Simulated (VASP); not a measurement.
The system is Ru.

```
Ru
1.0
     2.43213    0.00000    0.00000
     0.00000    2.43213    0.00000
     0.00000    0.00000    2.43213
Ru
1
Direct
  0.00000 0.00000 0.00000
```

* Program: VASP 6.6.1
* Task: relaxation of cell and atoms
* Functional: PBEsol
* Potentials or basis: VASP PAW PBE potentials, release 64 (Ru_pv)
* Cutoff: 600 eV
* k mesh: 15 × 15 × 15
* Occupations: fermi-dirac, width 0.1 eV
* Spin: no spin polarisation

At the start: pressure 17.3 GPa; volume 14.39 Å³/atom.

How do energy, volume and symmetry change on relaxing?

Over 16 steps the energy falls by 45.4 meV/atom and the volume is 15.28 Å³/atom (+6.2 %); space group Pm-3m (No. 221, to 0.05 Å).

The path:
| step | energy change (eV) | largest force (eV/Å) | pressure (GPa) | volume (Å³) |
| --- | --- | --- | --- | --- |
| 1 | 0.0000 | 0.0000 | 17.25 | 14.39 |
| 2 | 0.2042 | 0.0000 | -26.58 | 17.86 |
| 3 | -0.0452 | 0.0000 | -0.90 | 15.34 |
| 4 | -0.0454 | 0.0000 | -0.08 | 15.28 |
| 5 | -0.0454 | 0.0000 | 0.23 | 15.27 |
| 6 | -0.0454 | 0.0000 | 0.25 | 15.27 |
| 7 | -0.0454 | 0.0000 | 0.20 | 15.27 |
| 8 | -0.0454 | 0.0000 | 0.19 | 15.27 |
| 9 | -0.0454 | 0.0000 | 0.19 | 15.27 |
| 10 | -0.0454 | 0.0000 | 0.19 | 15.27 |
| 11 | -0.0454 | 0.0000 | 0.19 | 15.27 |
| 12 | -0.0454 | 0.0000 | 0.20 | 15.27 |
| 13 | -0.0454 | 0.0000 | 0.21 | 15.27 |
| 14 | -0.0454 | 0.0000 | 0.15 | 15.27 |
| 15 | -0.0454 | 0.0000 | 0.11 | 15.27 |
| 16 | -0.0454 | 0.0000 | 0.04 | 15.28 |

Final structure:
```
Ru
1.0
     2.48140    0.00000    0.00000
     0.00000    2.48140    0.00000
     0.00000    0.00000    2.48140
Ru
1
Direct
  0.00000 0.00000 0.00000
```

Caveat: the PAW data sets were made with another functional, which shifts forces and pressure a little.
